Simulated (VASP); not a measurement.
Input of a VASP 6.6.1 run:

Contents of INCAR:

```
PREC = Accurate ; ENCUT = 520
EDIFF = 1E-6 ; ISMEAR = 0
SIGMA = 0.05 ; LREAL = F
LASPH = T ; NELM = 100
ALGO = Normal ; ISIF = 2
LWAVE = F ; LCHARG = F
GGA = PE ; NBANDS = 26
```

File KPOINTS:

```
regular mesh
0
Gamma
  8 6 4
```

File POSCAR:

```
AlN
1.0
   -1.6567491617      2.8695737234      0.0000000000
    0.0000000000      0.0000000000      4.1874629526
    4.9702474850      2.8695737234      0.0000000000
Al N
4 4
Direct
    0.4429605868      0.7500000000      0.2237060799
    0.0000000000      0.7500000000      0.6666666667
    0.0000000000      0.2500000000      0.3333333333
    0.5000000000      0.2500000000      0.8333333333
    0.5000000000      0.2500000000      0.1666666667
    0.0000000000      0.2500000000      0.6666666667
    0.0000000000      0.7500000000      0.3333333333
    0.5000000000      0.7500000000      0.8333333333
```

Potentials or basis: VASP PAW PBE potentials, release 64 (Al, N).

Run with:

```console
$ cat potpaw_PBE.64/Al/POTCAR potpaw_PBE.64/N/POTCAR > POTCAR
$ mpirun -np 1 vasp_std > vasp.out
```

Problem. What does it give for the pressure?

Solution. 6.3 GPa.

Problem. Predict the largest force.

Solution. 10.091 eV/Å.

Problem. What does it give for the band gap on the k mesh?

Solution. 2.81 eV.

Stress tensor (GPa, compression positive):
```
 11.80 -12.53   0.00
-12.53   6.74   0.00
  0.00   0.00   0.29
```

Caveat: the cell differs from its parent crystal (atom 1 (Al) moved by +0.378 Å along [1 0 0] and +0.000 Å along [1 2 0]); the cell stands under pressure; forces of over 1 eV/Å act on the atoms, so gaps and moduli don't describe the material at rest. A k mesh can miss the band edges.
